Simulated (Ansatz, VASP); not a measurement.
## Sb in VASP and in Ansatz

```
CELL_PARAMETERS angstrom
3.35453 0.00000 0.00000
-1.67727 2.90511 0.00000
0.00000 0.00000 5.47016
ATOMIC_POSITIONS crystal
Sb 0.66667 0.33333 0.75000
Sb 0.33333 0.66667 0.25000
```

Alike in both runs: functional HSE06; k mesh 5 × 5 × 3; occupations fermi-dirac, width 0.05 eV; no spin polarisation.

|  | VASP | Ansatz |
| --- | --- | --- |
| version | VASP 6.6.1 | Ansatz 0.2.0 |
| potentials or method | VASP PAW PBE potentials, release 64 (Sb) | Ansatz PAW |
| plane-wave cutoff (eV) | 520 | 420 |
| valence electrons in the cell | 10 | 30 |
| task | single point | projected density of states |

|  | VASP | Ansatz | Ansatz less VASP |
| --- | --- | --- | --- |
| gap on the k mesh at the Fermi level (eV) | none | none | - |
| pressure (GPa) | -2.9 | -1.8 | +1.10 |
| traceless stress, the component that is largest in VASP (GPa) | 3.65 | 3.72 | +0.068 |

A gap of «none» marks a metal or a gap that the smearing closes. With one functional, cell and mesh, what is left measures potentials, basis and numerics. VASP's potentials hold 10 valence electrons a cell and Ansatz's 30, so a difference there can come from the potentials and not from the codes.

The k mesh is coarse, so the values compare programs but aren't converged. Spin-orbit coupling is off throughout.
